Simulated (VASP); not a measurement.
# Cu (Pm-3m) in VASP: further runs

Runs on Cu. Level: PBE. Tasks: single point.

All numbers are computed with VASP 6.6.1; they aren't measurements. Logs are shortened: lines on timing, memory, paths and dates and some standing lists are left out, and cuts for length are marked.

## (1) The cell of the first run

It takes space group Pm-3m (No. 221, cubic). Conventional cell: a = 2.374 Å, b = 2.374 Å, c = 2.374 Å, α = 90.00°, β = 90.00°, γ = 90.00°. Cu (site symmetry m-3m) has 6 Cu at 2.37 Å within 3.1 Å.

## (2) Single point, PBE

Contents of INCAR:

```
SYSTEM = Cu
ALGO = Normal
EDIFF = 1E-6
ENCUT = 520
GGA = PE
ISIF = 2
ISMEAR = -1
LASPH = .TRUE.
LCHARG = .FALSE.
LREAL = .FALSE.
LWAVE = .FALSE.
NBANDS = 12
NELM = 60
PREC = Accurate
SIGMA = 0.06122561905347299
```

Contents of KPOINTS:

```
k-points
0
G
  15 15 15
  0 0 0
```

Contents of POSCAR:

```
Cu
1.0
    2.3744852661      0.0000000000      0.0000000000
    0.0000000000      2.3744852661      0.0000000000
    0.0000000000      0.0000000000      2.3744852661
Cu
1
Direct
    0.0000000000      0.0000000000      0.0000000000
```

Potentials or basis: VASP PAW PBE potentials, release 64 (Cu).

The run is started by

```
> cat potpaw_PBE.64/Cu/POTCAR > POTCAR
> mpirun -np 1 vasp_std > vasp.out
```

OUTCAR:

```text
SYSTEM = Cu
   EDIFF = 1E-6
   ENCUT = 520
   GGA = PE
   ISIF = 2
   ISMEAR = -1
   LASPH = .TRUE.
   LREAL = .FALSE.
   NELM = 60
   PREC = Accurate

 ion  position               nearest neighbor table
   1  0.000  0.000  0.000-

  LATTYP: Found a simple cubic cell.
 ALAT       =     2.3744852661

  Lattice vectors:

 A1 = (   2.3744852661,   0.0000000000,   0.0000000000)
 A2 = (   0.0000000000,   2.3744852661,   0.0000000000)
 A3 = (   0.0000000000,   0.0000000000,   2.3744852661)

Analysis of symmetry for initial positions (statically):
=====================================================================
 Subroutine PRICEL returns:
 Original cell was already a primitive cell.

 Routine SETGRP: Setting up the symmetry group for a
 simple cubic supercell.

 Subroutine GETGRP returns: Found 48 space group operations
 (whereof 48 operations were pure point group operations)
 out of a pool of 48 trial point group operations.

The static configuration has the point symmetry O_h .

Analysis of symmetry for dynamics (positions and initial velocities):
=====================================================================
 Subroutine PRICEL returns:
 Original cell was already a primitive cell.

 Routine SETGRP: Setting up the symmetry group for a
 simple cubic supercell.

 Subroutine GETGRP returns: Found 48 space group operations
 (whereof 48 operations were pure point group operations)
 out of a pool of 48 trial point group operations.

The dynamic configuration has the point symmetry O_h .

 Subroutine INISYM returns: Found 48 space group operations
 (whereof 48 operations are pure point group operations),
 and found     1 'primitive' translations

----------------------------------------------------------------------------------------

                                     Primitive cell

  volume of cell :      13.3878

  direct lattice vectors                    reciprocal lattice vectors
     2.374485266  0.000000000  0.000000000     0.421143906  0.000000000  0.000000000
     0.000000000  2.374485266  0.000000000     0.000000000  0.421143906  0.000000000
     0.000000000  0.000000000  2.374485266     0.000000000  0.000000000  0.421143906

  length of vectors
     2.374485266  2.374485266  2.374485266     0.421143906  0.421143906  0.421143906

  position of ions in fractional coordinates (direct lattice)
     0.000000000  0.000000000  0.000000000
[... 81 lines left out ...]
   NFREE  =      0    steps in history (QN), initial steepest desc. (CG)
   ISIF   =      2    stress and relaxation
   ISYM   =      2    0-nonsym 1-usesym 2-fastsym
   POTIM  = 0.5000    time-step for ionic-motion
   TEBEG  =    0.0;   TEEND  =   0.0 temperature during run
   PSTRESS=    0.0 pullay stress
   NELECT =      11.0000    total number of electrons
   NUPDOWN=      -1.0000    fix difference up-down
   EMIN   =  10.00;   EMAX   =-10.00  energy-range for DOS
   EFERMI =   0.00;   METHOD = LEGACY
   ISMEAR =    -1;   SIGMA  =   0.06  broadening in eV -4-tet -1-fermi 0-gaus
   EFERMI_NEDOS =   21; number of points for ismear=-14 and -15
   IALGO  =     38    algorithm
   IMIX   =      4    mixing-type and parameters
     AMIX     =   0.40;   BMIX     =  1.00
     AMIX_MAG =   1.60;   BMIX_MAG =  1.00
  volume/ion in A,a.u.               =      13.39        90.35
  Fermi-wavevector in a.u.,A,eV,Ry     =   1.533332  2.897578 31.988760  2.351108
  Thomas-Fermi vector in A             =   2.640414
   LORBIT       =      0    0 simple, 1 ext, 2 COOP (PROOUT), +10 PAW based schemes
   GGA     = PE    functional components
   LHFCALC =     F    Hartree Fock is set to
   AEXX    =    0.0000 exact exchange contribution
   IVDW    =     0    specifies the selected vdW correction
   LEPSILON=     F    determine dielectric tensor
   LRPA    =     F    only Hartree local field effects (RPA)
 non-spin polarized calculation
  energy-cutoff  :      520.00
  volume of cell :       13.39
 maximum number of plane-waves:       371
 NGX is ok and might be reduce to    18
   NGX =  9   NGY =  9   NGZ =  9

 number of electron      11.0000033 magnetization

 Free energy of the ion-electron system (eV)
  ---------------------------------------------------
  ext. energy  EPLUGINS =         0.00000000
  ---------------------------------------------------
  free energy    TOTEN  =        -3.25990180 eV

  energy without entropy =       -3.25707130  energy(sigma->0) =       -3.25848655

 E-fermi :   5.9165     XC(G=0): -11.9267

 val. band max:        5.8842711690   @ k =   0.3333   0.3333   0.1333
 cond. band min:       6.1730134324   @ k =   0.4000   0.2000   0.2000
 fundamental gap:      0.2887422634
 Fermi energy:         5.9164745955

 k-point     1 :       0.0000    0.0000    0.0000
  band No.  band energies     occupation
      1      -2.2660      2.00000
      2       2.0471      2.00000
      3       2.0471      2.00000
      4       4.6717      2.00000
      5       4.6717      2.00000
      6       4.6717      2.00000
      7      23.9577      0.00000
      8      23.9577      0.00000
      9      23.9577      0.00000
     10      27.4253      0.00000
     11      27.4253      0.00000
     12      31.3742      0.00000
[... 331 lines left out ...]
 k-point    24 :       0.3333    0.2000    0.0000
  band No.  band energies     occupation
      1       1.2356      2.00000
      2       2.5561      2.00000
      3       3.1545      2.00000
      4       4.0993      2.00000
      5       4.3650      2.00000
      6       4.4594      2.00000
      7      12.6390      0.00000
      8      19.9438      0.00000
      9      28.2310      0.00000
     10      29.0095      0.00000
     11      30.4925      0.00000
     12      37.8488      0.00000

 [... further k-points ...]

------------------------ aborting loop because EDIFF is reached ----------------------------------------

  FORCE on cell =-STRESS in cart. coord.  units (eV):
  Direction    XX          YY          ZZ          XY          YZ          ZX
  --------------------------------------------------------------------------------------
  -------------------------------------------------------------------------------------
  Total        0.4239212      0.4239212      0.4239212      0.0000000     -0.0000000      0.0000000
  in kB       50.7326187     50.7326187     50.7326187      0.0000000     -0.0000000      0.0000000
  external PRESSURE =      50.7326187 kB  Pullay stress =       0.0000000 kB

 VOLUME and BASIS-vectors are now :
 -----------------------------------------------------------------------------
  energy-cutoff  :      520.00
  volume of cell :       13.39
      direct lattice vectors                 reciprocal lattice vectors
     2.374485266  0.000000000  0.000000000     0.421143906  0.000000000  0.000000000
     0.000000000  2.374485266  0.000000000     0.000000000  0.421143906  0.000000000
     0.000000000  0.000000000  2.374485266     0.000000000  0.000000000  0.421143906

 POSITION                                       TOTAL-FORCE (eV/Angst)
 -----------------------------------------------------------------------------------
      0.00000      0.00000      0.00000         0.000000      0.000000      0.000000
 -----------------------------------------------------------------------------------
    total drift:                               -0.000000      0.000000      0.000000

  FREE ENERGIE OF THE ION-ELECTRON SYSTEM (eV)
  ---------------------------------------------------
  free  energy   TOTEN  =        -3.2599017986 eV

  energy  without entropy=       -3.2570713031  energy(sigma->0) =       -3.25848655
```

stdout:

```text
POSCAR found type information on POSCAR Cu
 POSCAR found :  1 types and       1 ions
 scaLAPACK will be used
 LDA part: xc-table for (Slater+PW92), standard interpolation
 POSCAR, INCAR and KPOINTS ok, starting setup
 FFT: planning ... GRIDC
 FFT: planning ... GRID_SOFT
 FFT: planning ... GRID
 WAVECAR not read
 entering main loop
```

It took 7.1 s on 1 thread of Intel Xeon 6975P-C, shared host; peak memory 0.13 GiB.

What came out:

```
Free energy : -3.2599 eV
Pressure    : 5.1 GPa
```

## (3) Single point, PBE

This run uses another cell than the first one, of 13.67 Å³/atom, 1.021 times its volume.

Contents of INCAR:

```
SYSTEM = Cu
PREC     = Accurate       ! precision mode
ENCUT    = 520            ! plane-wave cutoff, eV
EDIFF    = 1E-7           ! SCF threshold, eV
ISMEAR   = -1             ! smearing method
SIGMA    = 0.06122561905347299 ! smearing width, eV
LREAL    = .False.        ! projectors in reciprocal space
LASPH    = .True.         ! aspherical terms in the spheres
NELM     = 60             ! most SCF steps
ALGO     = Normal         ! electronic algorithm
ISIF     = 2              ! what is computed and relaxed
LWAVE    = .False.        ! write WAVECAR
LCHARG   = .True.         ! write CHGCAR
GGA      = PE             ! functional
LELF     = .True.         ! ELF
LVHAR    = .True.       
NBANDS   = 12             ! bands
```

Contents of KPOINTS:

```
Automatic mesh
0
Gamma
  15 15 15
  0 0 0
```

Contents of POSCAR:

```
Cu
1.0
    2.3908615441      0.0000000000      0.0000000000
    0.0000000000      2.3908615441      0.0000000000
    0.0000000000      0.0000000000      2.3908615441
Cu
1
Direct
    0.0000000000      0.0000000000      0.0000000000
```

Potentials or basis: VASP PAW PBE potentials, release 64 (Cu).

The run is started by

```
> cat potpaw_PBE.64/Cu/POTCAR > POTCAR
> mpirun -np 1 vasp_std > vasp.out
```

OUTCAR:

```text
SYSTEM = Cu
   PREC = Accurate
   ENCUT = 520
   EDIFF = 1E-7
   ISMEAR = -1
   LREAL = .False.
   LASPH = .True.
   NELM = 60
   ISIF = 2
   GGA = PE

 ion  position               nearest neighbor table
   1  0.000  0.000  0.000-

  LATTYP: Found a simple cubic cell.
 ALAT       =     2.3908615441

  Lattice vectors:

 A1 = (   2.3908615441,   0.0000000000,   0.0000000000)
 A2 = (   0.0000000000,   2.3908615441,   0.0000000000)
 A3 = (   0.0000000000,   0.0000000000,   2.3908615441)

Analysis of symmetry for initial positions (statically):
=====================================================================
 Subroutine PRICEL returns:
 Original cell was already a primitive cell.

 Routine SETGRP: Setting up the symmetry group for a
 simple cubic supercell.

 Subroutine GETGRP returns: Found 48 space group operations
 (whereof 48 operations were pure point group operations)
 out of a pool of 48 trial point group operations.

The static configuration has the point symmetry O_h .

Analysis of symmetry for dynamics (positions and initial velocities):
=====================================================================
 Subroutine PRICEL returns:
 Original cell was already a primitive cell.

 Routine SETGRP: Setting up the symmetry group for a
 simple cubic supercell.

 Subroutine GETGRP returns: Found 48 space group operations
 (whereof 48 operations were pure point group operations)
 out of a pool of 48 trial point group operations.

The dynamic configuration has the point symmetry O_h .

 Subroutine INISYM returns: Found 48 space group operations
 (whereof 48 operations are pure point group operations),
 and found     1 'primitive' translations

----------------------------------------------------------------------------------------

                                     Primitive cell

  volume of cell :      13.6667

[... 105 lines left out ...]
     AMIX     =   0.40;   BMIX     =  1.00
     AMIX_MAG =   1.60;   BMIX_MAG =  1.00
  volume/ion in A,a.u.               =      13.67        92.23
  Fermi-wavevector in a.u.,A,eV,Ry     =   1.522830  2.877731 31.552045  2.319010
  Thomas-Fermi vector in A             =   2.631356
   LORBIT       =      0    0 simple, 1 ext, 2 COOP (PROOUT), +10 PAW based schemes
   GGA     = PE    functional components
   LHFCALC =     F    Hartree Fock is set to
   AEXX    =    0.0000 exact exchange contribution
   IVDW    =     0    specifies the selected vdW correction
   LEPSILON=     F    determine dielectric tensor
   LRPA    =     F    only Hartree local field effects (RPA)
 non-spin polarized calculation
  energy-cutoff  :      520.00
  volume of cell :       13.67
 maximum number of plane-waves:       383
 NGX is ok and might be reduce to    18
   NGX =  9   NGY =  9   NGZ =  9

 number of electron      11.0000028 magnetization

 Free energy of the ion-electron system (eV)
  ---------------------------------------------------
  ext. energy  EPLUGINS =         0.00000000
  ---------------------------------------------------
  free energy    TOTEN  =        -3.26627425 eV

  energy without entropy =       -3.26334331  energy(sigma->0) =       -3.26480878

 E-fermi :   5.6974     XC(G=0): -11.8135

 val. band max:        5.6576999202   @ k =   0.3333   0.3333   0.1333
 cond. band min:       5.9409809976   @ k =   0.4000   0.2000   0.2000
 fundamental gap:      0.2832810775
 Fermi energy:         5.6974352627

 k-point     1 :       0.0000    0.0000    0.0000
  band No.  band energies     occupation
      1      -2.3504      2.00000
      2       1.9139      2.00000
      3       1.9139      2.00000
      4       4.4591      2.00000
      5       4.4591      2.00000
      6       4.4591      2.00000
      7      23.5103      0.00000
      8      23.5103      0.00000
      9      23.5103      0.00000
     10      26.9449      0.00000
     11      26.9449      0.00000
     12      30.7893      0.00000
[... 331 lines left out ...]
 k-point    24 :       0.3333    0.2000    0.0000
  band No.  band energies     occupation
      1       1.1074      2.00000
      2       2.4094      2.00000
      3       2.9903      2.00000
      4       3.9051      2.00000
      5       4.1665      2.00000
      6       4.2537      2.00000
      7      12.3208      0.00000
      8      19.5350      0.00000
      9      27.7247      0.00000
     10      28.4772      0.00000
     11      30.0067      0.00000
     12      37.2584      0.00000

 [... further k-points ...]
[... 5 lines left out ...]
  --------------------------------------------------------------------------------------
  -------------------------------------------------------------------------------------
  Total        0.2011358      0.2011358      0.2011358      0.0000000      0.0000000     -0.0000000
  in kB       23.5796182     23.5796182     23.5796182      0.0000000      0.0000000     -0.0000000
  external PRESSURE =      23.5796182 kB  Pullay stress =       0.0000000 kB

 VOLUME and BASIS-vectors are now :
 -----------------------------------------------------------------------------
  energy-cutoff  :      520.00
  volume of cell :       13.67
      direct lattice vectors                 reciprocal lattice vectors
     2.390861544  0.000000000  0.000000000     0.418259268  0.000000000  0.000000000
     0.000000000  2.390861544  0.000000000     0.000000000  0.418259268  0.000000000
     0.000000000  0.000000000  2.390861544     0.000000000  0.000000000  0.418259268

 POSITION                                       TOTAL-FORCE (eV/Angst)
 -----------------------------------------------------------------------------------
      0.00000      0.00000      0.00000         0.000000      0.000000      0.000000
 -----------------------------------------------------------------------------------
    total drift:                                0.000000      0.000000      0.000000

  FREE ENERGIE OF THE ION-ELECTRON SYSTEM (eV)
  ---------------------------------------------------
  free  energy   TOTEN  =        -3.2662742464 eV

  energy  without entropy=       -3.2633433129  energy(sigma->0) =       -3.26480878
```

OSZICAR:

```text
N       E                     dE             d eps       ncg     rms          rms(c)
DAV:   1     0.456377674449E+02    0.45638E+02   -0.53268E+03  3080   0.146E+03
DAV:   2    -0.256871143154E+01   -0.48206E+02   -0.44966E+02  3000   0.202E+02
DAV:   3    -0.398639372007E+01   -0.14177E+01   -0.13989E+01  3344   0.404E+01
DAV:   4    -0.399675685028E+01   -0.10363E-01   -0.10361E-01  3244   0.310E+00
DAV:   5    -0.399687834117E+01   -0.12149E-03   -0.12149E-03  3396   0.341E-01    0.717E+00
DAV:   6    -0.367623658513E+01    0.32064E+00   -0.12984E+01  3344   0.683E+01    0.412E+00
DAV:   7    -0.327502496549E+01    0.40121E+00   -0.22256E+00  3344   0.286E+01    0.351E-01
DAV:   8    -0.326966203884E+01    0.53629E-02   -0.20533E-02  3760   0.278E+00    0.448E-01
DAV:   9    -0.326631638764E+01    0.33457E-02   -0.22971E-02  3504   0.261E+00    0.594E-02
DAV:  10    -0.326627341040E+01    0.42977E-04   -0.29923E-04  4096   0.302E-01    0.624E-03
DAV:  11    -0.326627426430E+01   -0.85390E-06   -0.23797E-06  3352   0.170E-02    0.198E-03
DAV:  12    -0.326627412298E+01    0.14132E-06   -0.41315E-07  2304   0.108E-02    0.210E-04
DAV:  13    -0.326627423341E+01   -0.11043E-06   -0.92706E-09  1808   0.126E-03    0.301E-05
DAV:  14    -0.326627424642E+01   -0.13015E-07   -0.15991E-09  1588   0.592E-04
   1 F= -.32662742E+01 E0= -.32648088E+01  d E =-.293093E-02
```

Wall time 9.3 s (1 thread of Intel Xeon 6975P-C, shared host); peak memory 0.13 GiB.

Results:

* Free energy: -3.2663 eV
* Pressure: 2.4 GPa
